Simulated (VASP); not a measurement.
A run of VASP 6.6.1 is set up as follows.

The input INCAR:

```
PREC     = Accurate       # precision mode
ENCUT    = 500            # plane-wave cutoff, eV
EDIFF    = 1E-6           # SCF threshold, eV
ISMEAR   = -1             # smearing method
SIGMA    = 0.02           # smearing width, eV
LREAL    = F              # projectors in reciprocal space
LASPH    = T              # aspherical terms in the spheres
NELM     = 200            # most SCF steps
ALGO     = Normal         # electronic algorithm
ISIF     = 2              # what is computed and relaxed
LWAVE    = F              # write WAVECAR
LCHARG   = T              # write CHGCAR
LNONCOLLINEAR= T              # non-collinear magnetism
MAGMOM   = 0 0 0 0 0 0    # initial moments
LORBIT   = 11             # projections on sites
LSORBIT  = T              # spin-orbit coupling
GGA_COMPAT= F            
LORBMOM  = T            
GGA      = PE             # functional
LVHAR    = T            
NBANDS   = 30             # bands
```

File KPOINTS:

```
regular mesh
0
Gamma
  4 4 4
```

The input POSCAR:

```
HgTe
1.0
    3.7903382849      0.0000000000      0.0000000000
    0.0000000000      3.7903382849      0.0000000000
    0.0000000000      0.0000000000      3.7903382849
Hg Te
1 1
Direct
    0.0000000000      0.0000000000      0.0000000000
    0.5000000000      0.5000000000      0.5000000000
```

Potentials or basis: VASP PAW PBE potentials, release 64 (Hg, Te).

Command:

```bash
$ cat potpaw_PBE.64/Hg/POTCAR potpaw_PBE.64/Te/POTCAR > POTCAR
$ mpirun -np 1 vasp_ncl > vasp.out
```

**Question.** Estimate the pressure.

**Answer.** 0.9 GPa.

**Question.** Predict the net moment.

**Answer.** 0.00 μB per cell.

Moments on the atoms (μB; x, y, z):
```
Hg  0.00 0.00 0.00
Te  0.00 0.00 0.00
```

Caveat: the k points lie up to 0.41 Å⁻¹ apart.
